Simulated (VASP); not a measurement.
# Al2Cu: single point with PBEsol

Al2Cu:

```
Cu Al
1.0
    -2.02527    2.02527    2.86286
     2.02527   -2.02527    2.86286
     2.02527    2.02527   -2.86286
Cu Al
1 2
Direct
  0.50000 0.50000 0.00000
  0.25000 0.75000 0.50000
  0.75000 0.25000 0.50000
```

```yaml
Program: VASP 6.6.1
Task: single point
Functional: PBEsol
Potentials_or_basis: VASP PAW PBE potentials, release 64 (Cu, Al)
Cutoff: 520 eV
k_mesh: 9 × 9 × 9
Occupations: fermi-dirac, width 0.05 eV
Spin: no spin polarisation
Dipole_correction: no
Further_INCAR_settings: ALGO = Normal; EDIFF = 1e-06; NBANDS = 16
```

```json
{
  "Pressure": "0.1 GPa"
}
```

Levels at points of the mesh, in eV from the Fermi level:
| k point | band 6 | band 7 | band 8 | band 9 | band 10 | band 11 | band 12 | band 13 |
| --- | --- | --- | --- | --- | --- | --- | --- | --- |
| (0.00, 0.00, 0.00) | -4.04 | 2.92 | 2.92 | 2.93 | 2.98 | 2.99 | 2.99 | 4.40 |

Wall time 56 s on 1 thread of Intel(R) Xeon(R) Platinum 8259CL CPU @ 2.50GHz (Skylake/Cascade Lake), with other jobs on the host, peak memory 0.2 GiB.

Caveat: the PAW data sets were made with another functional, which shifts forces and pressure a little.
